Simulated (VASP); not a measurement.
**Cu3Pd: single point with LDA**

Crystal: Cu3Pd.

```
CELL_PARAMETERS angstrom
3.69700 0.00000 0.00000
0.00000 3.69700 0.00000
0.00000 0.00000 3.65900
ATOMIC_POSITIONS crystal
Cu 0.00000 0.50000 0.50000
Cu 0.50000 0.00000 0.50000
Cu 0.50000 0.50000 0.00000
Pd 0.00000 0.00000 0.00000
```

* Program: VASP 6.6.1
* Task: single point
* Functional: LDA
* Potentials or basis: VASP PAW LDA potentials, release 64 (Cu, Pd)
* Cutoff: 520 eV
* k mesh: 6 × 6 × 6
* Occupations: methfessel-paxton, width 0.3 eV
* Spin: no spin polarisation

```yaml
Pressure: -9.4 GPa
```

Stress tensor (GPa, compression positive):
```
-9.66  0.00  0.00
 0.00 -9.66  0.00
 0.00  0.00 -9.00
```

Levels at points of the mesh, in eV from the Fermi level:
```tsv
k point	band 19	band 20	band 21	band 22	band 23	band 24	band 25	band 26
(0.00, 0.00, 0.00)	-0.38	-0.33	-0.33	2.08	2.08	2.29	8.30	8.32
(0.50, 0.00, 0.00)	-1.44	-1.17	-1.13	-0.36	6.96	7.16	7.16	7.34
(0.50, 0.50, 0.00)	-1.57	-1.57	0.04	0.04	1.13	1.28	9.49	10.84
(0.00, 0.00, 0.50)	-1.41	-1.19	-1.16	-0.41	7.04	7.04	7.27	7.27
(0.50, 0.00, 0.50)	-1.54	-1.54	0.09	0.09	1.20	1.33	9.35	10.65
(0.50, 0.50, 0.50)	-0.72	-0.71	-0.67	-0.06	-0.06	-0.05	4.94	4.98
```

It took 48 s on 1 thread of Intel(R) Xeon(R) Platinum 8375C CPU @ 2.90GHz (Ice Lake), on a shared host, peak memory 0.17 GiB.
